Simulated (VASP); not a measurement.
# SiNi (WC type) (P-6m2) in VASP: a series of runs

SiNi (WC type) is run at these levels: PBE; tasks: relaxation of cell and atoms.

Program: VASP 6.6.1. These are calculated values, not measurements. Logs are shortened: lines on timing, memory, paths and dates and some standing lists are left out, and cuts for length are marked.

### Step 1. The cell of the first run

It takes space group P-6m2 (No. 187, hexagonal). Conventional cell: a = 2.670 Å, b = 2.670 Å, c = 3.580 Å, α = 90.00°, β = 90.00°, γ = 120.00°. Ni (site symmetry -6m2) has 6 Si at 2.36 Å and 6 Ni at 2.67 Å within 3.1 Å. Si (site symmetry -6m2) has 6 Ni at 2.36 Å and 6 Si at 2.67 Å within 3.1 Å.

### Step 2. Relaxation of cell and atoms, PBE, target pressure 12 GPa, at which the enthalpy is minimised

INCAR reads:

```
ALGO = Normal
EDIFF = 1E-7
EDIFFG = -0.005
ENCUT = 600
GGA = PE
IBRION = 2
ISIF = 3
ISMEAR = -1
LASPH = T
LCHARG = F
LREAL = F
LWAVE = F
NELM = 100
NSW = 32
PREC = Accurate
PSTRESS = 120.0
SIGMA = 0.05
```

KPOINTS reads:

```
k-points
0
Gamma
  15 15 13
```

POSCAR reads:

```
SiNi
1.0
    2.6695745651      0.0000000000      0.0000000000
   -1.3347872826      2.3119193907      0.0000000000
    0.0000000000      0.0000000000      3.5803581167
Ni Si
1 1
Direct
    0.0000000000      0.0000000000      0.0000000000
    0.3333333333      0.6666666667      0.5000000000
```

Potentials or basis: VASP PAW PBE potentials, release 64 (Ni, Si).

Run with:

```bash
$ cat potpaw_PBE.64/Ni/POTCAR potpaw_PBE.64/Si/POTCAR > POTCAR
$ mpirun -np 1 vasp_std > vasp.out
```

OUTCAR:

```text
EDIFF = 1E-7
   EDIFFG = -0.005
   ENCUT = 600
   GGA = PE
   IBRION = 2
   ISIF = 3
   ISMEAR = -1
   LASPH = T
   LREAL = F
   NELM = 100
   NSW = 32
   PREC = Accurate
   PSTRESS = 120.0

 ion  position               nearest neighbor table
   1  0.000  0.000  0.000-   2 2.36   2 2.36   2 2.36   2 2.36   2 2.36   2 2.36
   2  0.333  0.667  0.500-   1 2.36   1 2.36   1 2.36   1 2.36   1 2.36   1 2.36

  LATTYP: Found a hexagonal cell.
 ALAT       =     2.6695745651
 C/A-ratio  =     1.3411717970

  Lattice vectors:

 A1 = (   2.6695745651,   0.0000000000,   0.0000000000)
 A2 = (  -1.3347872826,   2.3119193907,   0.0000000000)
 A3 = (   0.0000000000,   0.0000000000,   3.5803581167)

Analysis of symmetry for initial positions (statically):
=====================================================================
 Subroutine PRICEL returns:
 Original cell was already a primitive cell.

 Routine SETGRP: Setting up the symmetry group for a
 hexagonal supercell.

 Subroutine GETGRP returns: Found 12 space group operations
 (whereof 12 operations were pure point group operations)
 out of a pool of 24 trial point group operations.

The static configuration has the point symmetry D_3h.

Analysis of symmetry for dynamics (positions and initial velocities):
=====================================================================
 Subroutine PRICEL returns:
 Original cell was already a primitive cell.

 Routine SETGRP: Setting up the symmetry group for a
 hexagonal supercell.

 Subroutine GETGRP returns: Found 12 space group operations
 (whereof 12 operations were pure point group operations)
 out of a pool of 24 trial point group operations.

The dynamic configuration has the point symmetry D_3h.

 Subroutine INISYM returns: Found 12 space group operations
 (whereof 12 operations are pure point group operations),
 and found     1 'primitive' translations

----------------------------------------------------------------------------------------

                                     Primitive cell

  volume of cell :      22.0974

  direct lattice vectors                    reciprocal lattice vectors
     2.669574565  0.000000000  0.000000000     0.374591522  0.216270516  0.000000000
    -1.334787283  2.311919391  0.000000000     0.000000000  0.432541032  0.000000000
     0.000000000  0.000000000  3.580358117     0.000000000  0.000000000  0.279301670

  length of vectors
     2.669574565  2.669574565  3.580358117     0.432541032  0.432541032  0.279301670

  position of ions in fractional coordinates (direct lattice)
     0.000000000  0.000000000  0.000000000
     0.333333333  0.666666667  0.500000000

  ion indices of the primitive-cell ions
   primitive index   ion index
                 1           1
                 2           2

----------------------------------------------------------------------------------------

 KPOINTS: k-points

Automatic generation of k-mesh.
 Grid dimensions read from file:
 generate k-points for:   15   15   13

 Generating k-lattice:

  Cartesian coordinates                     Fractional coordinates (reciprocal lattice)
     0.024972768  0.014418034  0.000000000     0.066666667  0.000000000  0.000000000
     0.000000000  0.028836069  0.000000000     0.000000000  0.066666667  0.000000000
     0.000000000  0.000000000  0.021484744     0.000000000  0.000000000  0.076923077

  Length of vectors
     0.028836069  0.028836069  0.021484744

  Shift w.r.t. Gamma in fractional coordinates (k-lattice)
     0.000000000  0.000000000  0.000000000

 Subroutine IBZKPT returns following result:
 ===========================================

 Found    189 irreducible k-points:

 Following reciprocal coordinates:
            Coordinates               Weight
  0.000000  0.000000  0.000000      1.000000
  0.066667 -0.000000  0.000000      6.000000
  0.133333 -0.000000  0.000000      6.000000
  0.200000  0.000000  0.000000      6.000000
  0.266667 -0.000000  0.000000      6.000000
  0.333333 -0.000000  0.000000      6.000000
[... 16 lines left out ...]
  0.333333  0.200000  0.000000     12.000000
  0.400000  0.200000  0.000000      6.000000
 [... further k-points ...]
   k-points           NKPTS =    189   k-points in BZ     NKDIM =    189   number of bands    NBANDS=     11
   number of dos      NEDOS =    301   number of ions     NIONS =      2
   total plane-waves  NPLWV =  17280
   dimension x,y,z NGX =    24 NGY =   24 NGZ =   30
   dimension x,y,z NGXF=    48 NGYF=   48 NGZF=   60
   ions per type =               1   1
   NGX,Y,Z   is equivalent  to a cutoff of  14.95, 14.95, 13.93 a.u.
   NGXF,Y,Z  is equivalent  to a cutoff of  29.89, 29.89, 27.86 a.u.
 SYSTEM =  unknown system
   PREC   = accura    normal or accurate (medium, high low for compatibility)
   ISTART =      0    job   : 0-new  1-cont  2-samecut
   ICHARG =      2    charge: 1-file 2-atom 10-const
   ISPIN  =      1    spin polarized calculation?
   LNONCOLLINEAR =      F non collinear calculations
   LSORBIT =      F    spin-orbit coupling
   LASPH  =      T    aspherical Exc in radial PAW
   ENCUT  =  600.0 eV  44.10 Ry    6.64 a.u.   5.33  5.33  7.15*2*pi/ulx,y,z
   NELM   =    100;   NELMIN=  2; NELMDL= -5     # of ELM steps
   EDIFF  = 0.1E-06   stopping-criterion for ELM
   LREAL  =      F    real-space projection
   EDIFFG = -.5E-02   stopping-criterion for IOM
   NSW    =     32    number of steps for IOM
   IBRION =      2    ionic relax: 0-MD 1-quasi-New 2-CG
   NFREE  =      1    steps in history (QN), initial steepest desc. (CG)
   ISIF   =      3    stress and relaxation
   ISYM   =      2    0-nonsym 1-usesym 2-fastsym
   POTIM  = 0.5000    time-step for ionic-motion
   TEBEG  =    0.0;   TEEND  =   0.0 temperature during run
   PSTRESS=  120.0 pullay stress
   NELECT =      14.0000    total number of electrons
   NUPDOWN=      -1.0000    fix difference up-down
   EMIN   =  10.00;   EMAX   =-10.00  energy-range for DOS
   EFERMI =   0.00;   METHOD = LEGACY
   ISMEAR =    -1;   SIGMA  =   0.05  broadening in eV -4-tet -1-fermi 0-gaus
   EFERMI_NEDOS =   21; number of points for ismear=-14 and -15
   IALGO  =     38    algorithm
   IMIX   =      4    mixing-type and parameters
     AMIX     =   0.40;   BMIX     =  1.00
     AMIX_MAG =   1.60;   BMIX_MAG =  1.00
  volume/ion in A,a.u.               =      11.05        74.56
  Fermi-wavevector in a.u.,A,eV,Ry     =   1.406060  2.657068 26.898772  1.977004
  Thomas-Fermi vector in A             =   2.528458
   LORBIT       =      0    0 simple, 1 ext, 2 COOP (PROOUT), +10 PAW based schemes
   GGA     = PE    functional components
   LHFCALC =     F    Hartree Fock is set to
   AEXX    =    0.0000 exact exchange contribution
   IVDW    =     0    specifies the selected vdW correction
   LEPSILON=     F    determine dielectric tensor
   LRPA    =     F    only Hartree local field effects (RPA)
 conjugate gradient relaxation of ions
 non-spin polarized calculation
  energy-cutoff  :      600.00
  volume of cell :       22.10
 maximum number of plane-waves:       758
 NGX is ok and might be reduce to    24
   NGX = 11   NGY = 11   NGZ = 15

--------------------------------------- Ionic step        1  -------------------------------------------

 number of electron      14.0000008 magnetization

 Free energy of the ion-electron system (eV)
  ---------------------------------------------------
  ext. energy  EPLUGINS =         0.00000000
  ---------------------------------------------------
  free energy    TOTEN  =       -11.48121598 eV

  energy without entropy =      -11.47680768  energy(sigma->0) =      -11.47901183

------------------------ aborting loop because EDIFF is reached ----------------------------------------

  FORCE on cell =-STRESS in cart. coord.  units (eV):
  Direction    XX          YY          ZZ          XY          YZ          ZX
  --------------------------------------------------------------------------------------
  -------------------------------------------------------------------------------------
  Total        1.6376393      1.6376393      1.6724305     -0.0000000      0.0000000      0.0000000
  in kB      118.7374242    118.7374242    121.2599704     -0.0000000      0.0000000      0.0000000
  external PRESSURE =      -0.4217271 kB  Pullay stress =     120.0000000 kB
[... 137 lines left out ...]
  enthalpy is  TOTEN    =        -9.8261719464 eV   P V=        1.6550688925

--------------------------------------- Ionic step        5  -------------------------------------------

 number of electron      14.0000008 magnetization

 Free energy of the ion-electron system (eV)
  ---------------------------------------------------
  ext. energy  EPLUGINS =         0.00000000
  ---------------------------------------------------
  free energy    TOTEN  =       -11.48042010 eV

  energy without entropy =      -11.47595539  energy(sigma->0) =      -11.47818774

 E-fermi :  12.2244     XC(G=0): -12.7272

 val. band max:       12.1947120282   @ k =   0.4667  -0.0000   0.4615
 cond. band min:      12.2383569195   @ k =   0.3333   0.2667   0.4615
 fundamental gap:      0.0436448913
 Fermi energy:        12.2243500918

 k-point     1 :       0.0000    0.0000    0.0000
  band No.  band energies     occupation
      1      -2.2595      2.00000
      2       7.3145      2.00000
      3       8.5482      2.00000
      4       9.5274      2.00000
      5       9.5274      2.00000
      6      10.0008      2.00000
      7      10.0008      2.00000
      8      14.5928      0.00000
      9      22.1005      0.00000
     10      22.1005      0.00000
     11      23.6903      0.00000
[... 309 lines left out ...]
 k-point    24 :       0.4000    0.2000    0.0000
  band No.  band energies     occupation
      1       4.4989      2.00000
      2       5.1906      2.00000
      3       7.8205      2.00000
      4       7.8288      2.00000
      5       9.0555      2.00000
      6      10.8052      2.00000
      7      11.5365      2.00000
      8      12.4769      0.01272
      9      16.4977      0.00000
     10      18.8692      0.00000
     11      19.0342      0.00000

 [... further k-points ...]

------------------------ aborting loop because EDIFF is reached ----------------------------------------

  FORCE on cell =-STRESS in cart. coord.  units (eV):
  Direction    XX          YY          ZZ          XY          YZ          ZX
  --------------------------------------------------------------------------------------
  -------------------------------------------------------------------------------------
  Total        1.6558502      1.6558502      1.6548215     -0.0000000     -0.0000000      0.0000000
  in kB      120.1167804    120.1167805    120.0421557     -0.0000000     -0.0000000      0.0000000
  external PRESSURE =       0.0919055 kB  Pullay stress =     120.0000000 kB
[... 17 lines left out ...]
  FREE ENERGIE OF THE ION-ELECTRON SYSTEM (eV)
  ---------------------------------------------------
  free  energy   TOTEN  =       -11.4804201006 eV

  energy  without entropy=      -11.4759553880  energy(sigma->0) =      -11.47818774

  enthalpy is  TOTEN    =        -9.8261797291 eV   P V=        1.6542403716

 reached required accuracy - stopping structural energy minimisation
```

It took 2 min on 1 thread of Intel Xeon 8259CL, shared host; peak memory 0.2 GiB.

What came out:

```
Free energy                                                : -11.4804 eV
Relaxed volume                                             : 11.04 Å³/atom
Relaxed cell                                               : a = 2.668 Å, b = 2.668 Å, c = 3.583 Å, α = 90.00°, β = 90.00°, γ = 120.00°
Space group after relaxing (to 0.1 Å)                      : P-6m2 (No. 187)
Energy change on relaxing (the run minimises the enthalpy) : +0.4 meV/atom
Ionic steps                                                : 5
Pressure after relaxing                                    : 12.0 GPa
Band gap on the k mesh                                     : zero (bands 7 and 8 overlap by 1.81 eV)
```

The path:
| step | energy change (eV) | largest force (eV/Å) | pressure (GPa) | volume (Å³) |
| --- | --- | --- | --- | --- |
| 1 | 0.0000 | 0.0000 | 11.96 | 22.10 |
| 2 | 0.0007 | 0.0000 | 12.02 | 22.09 |
| 3 | 0.0010 | 0.0000 | 12.08 | 22.08 |
| 4 | 0.0000 | 0.0000 | 11.88 | 22.10 |
| 5 | 0.0008 | 0.0000 | 12.01 | 22.09 |

Final structure:
```
CELL_PARAMETERS angstrom
2.66790 0.00000 0.00000
-1.33395 2.31047 0.00000
0.00000 0.00000 3.58308
ATOMIC_POSITIONS crystal
Ni 0.00000 0.00000 0.00000
Si 0.33333 0.66667 0.50000
```

Caveat: the cell is relaxed towards a set pressure, so the run minimises the enthalpy, not the energy. Spin polarisation is off, so any magnetic state and its effect on volume and gap are missing.

### Step 3. Relaxation of cell and atoms, PBE, target pressure 12 GPa, at which the enthalpy is minimised

This run uses another cell than the first one, of 12.38 Å³/atom.

INCAR reads:

```
  PREC = Accurate
  ENCUT = 600
  EDIFF = 1E-6
  ISMEAR = -1
  SIGMA = 0.05
  LREAL = False
  LASPH = True
  NELM = 100
  ALGO = Normal
  ISIF = 3
  LWAVE = False
  LCHARG = False
  GGA = PE
  IBRION = 2
  NSW = 60
  EDIFFG = -0.005
  PSTRESS = 120.0
```

KPOINTS reads:

```
Automatic mesh
0
Gamma
  15 15 13
```

POSCAR reads:

```
SiNi
1.0
    3.0782664460      0.0000000000      0.0000000000
   -1.5391332230      2.6658569419      0.0000000000
    0.0000000000      0.0000000000      3.0167011171
Ni Si
1 1
Direct
    0.0000000000      0.0000000000      0.0000000000
    0.3333333333      0.6666666667      0.5000000000
```

Potentials or basis: VASP PAW PBE potentials, release 64 (Ni, Si).

Run with:

```bash
$ cat potpaw_PBE.64/Ni/POTCAR potpaw_PBE.64/Si/POTCAR > POTCAR
$ mpirun -np 1 vasp_std > vasp.out
```

Run time: 17 min. Hardware: 1 thread of Intel Xeon 8259CL, shared host; peak memory 0.23 GiB.

It converged, with:

```yaml
Free_energy: -11.5988 eV
Relaxed_volume: 12.22 Å³/atom
Relaxed_cell: a = 3.382 Å, b = 3.382 Å, c = 2.467 Å, α = 90.00°, β = 90.00°, γ = 120.00°
Space_group_after_relaxing_to_0.1_Å: P-6m2 (No. 187)
Energy_change_on_relaxing_the_run_minimises_the_enthalpy: -114.6 meV/atom
Ionic_steps: 32
Pressure_after_relaxing: 12.0 GPa
Band_gap_on_the_k_mesh: zero (bands 7 and 8 overlap by 5.29 eV)
```

Step by step:
```tsv
step	energy change (eV)	largest force (eV/Å)	pressure (GPa)	volume (Å³)
1	0.0000	0.0000	3.50	24.76
2	0.1880	0.0000	24.84	22.48
3	0.0488	0.0000	11.93	23.71
4	0.0503	0.0000	12.11	23.69
5	0.0496	0.0000	12.01	23.69
6	0.0470	0.0000	12.19	23.71
7	0.0396	0.0000	12.28	23.75
8	0.0174	0.0000	12.48	23.81
9	-0.0463	0.0000	13.14	23.87
10	-0.1658	0.0000	16.54	23.81
11	1.4339	0.0000	59.71	22.79
12	-0.1672	0.0000	16.90	23.80
13	-0.1645	0.0000	18.42	23.75
14	-0.1646	0.0000	18.38	23.75
15	-0.1649	0.0000	18.33	23.75
16	-0.1654	0.0000	18.32	23.76
17	-0.1663	0.0000	18.28	23.77
18	-0.1666	0.0000	18.32	23.77
19	-0.1674	0.0000	18.30	23.78
20	-0.1689	0.0000	18.12	23.79
21	-0.1719	0.0000	17.85	23.82
22	-0.1777	0.0000	17.36	23.87
23	-0.1888	0.0000	16.20	23.98
24	-0.2089	0.0000	14.16	24.19
25	-0.2409	0.0000	10.25	24.61
26	-0.2268	0.0000	12.17	24.41
27	-0.2277	0.0000	12.00	24.42
28	-0.2279	0.0000	11.99	24.42
29	-0.2283	0.0000	11.95	24.43
30	-0.2291	0.0000	11.90	24.44
31	-0.2307	0.0000	11.82	24.46
32	-0.2292	0.0000	12.01	24.44
```

Final structure:
```xyz
2
Lattice="3.3816 0.0000 0.0000 -1.6908 2.9285 0.0000 0.0000 0.0000 2.4675" Properties=species:S:1:pos:R:3 pbc="T T T"
Ni    0.0000    0.0000    2.4675
Si    0.0000    1.9524    1.2337
```

Levels at points of the mesh, in eV from the Fermi level:
| k point | band 3 | band 4 | band 5 | band 6 | band 7 | band 8 | band 9 | band 10 | band 11 |
| --- | --- | --- | --- | --- | --- | --- | --- | --- | --- |
| (0.00, 0.00, 0.00) | -3.82 | -3.82 | -1.77 | -1.77 | 3.01 | 3.01 | 5.31 | 6.60 | 6.60 |

Caveat: the cell is relaxed towards a set pressure, so the run minimises the enthalpy, not the energy; a cell axis changed by over 15 % at a fixed basis, so the end point is rough. Spin polarisation is off, so any magnetic state and its effect on volume and gap are missing.
